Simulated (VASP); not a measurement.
Here is a VASP 6.6.1 calculation.

INCAR

```
PREC = Accurate
ENCUT = 520
EDIFF = 1E-6
ISMEAR = -1
SIGMA = 0.1
LREAL = F
LASPH = T
NELM = 100
ALGO = Normal
ISIF = 2
LWAVE = F
LCHARG = T
GGA = PE
LELF = T
LVHAR = T
NBANDS = 36
```

Contents of KPOINTS:

```
Automatic mesh
0
Gamma
  5 3 3
  0 0 0.5
```

Contents of POSCAR:

```
CaB
1.0
    3.6374289118     -0.0025731879     -0.0010288198
    1.8083389014     -6.9066613471      0.0018832091
   -0.0016505108     -0.0020195115     -5.8685576272
Ca B
4 4
Direct
    0.4171786226      0.1711396558      0.7500639614
    0.5879067939      0.8277741969      0.2500677818
    0.6781618509      0.6489284892      0.7500640250
    0.3269226680      0.3499850761      0.2500674470
    0.0369595073      0.9307567954      0.8892793143
    0.9681234198      0.0681569824      0.3892809122
    0.9681256887      0.0681566433      0.1108515670
    0.0369614488      0.9307571608      0.6108499911
```

Potentials or basis: VASP PAW PBE potentials, release 64 (Ca_sv, B).

The run is started by

```console
$ cat potpaw_PBE.64/Ca_sv/POTCAR potpaw_PBE.64/B/POTCAR > POTCAR
$ mpirun -np 1 vasp_std > vasp.out
```

(1) What does it give for the band gap on the k mesh?

(2) Estimate the largest force.

Results:

(1) zero (band 26 reaches 3.60 eV, above the bottom of band 27 at 3.35 eV).

(2) 0.029 eV/Å.
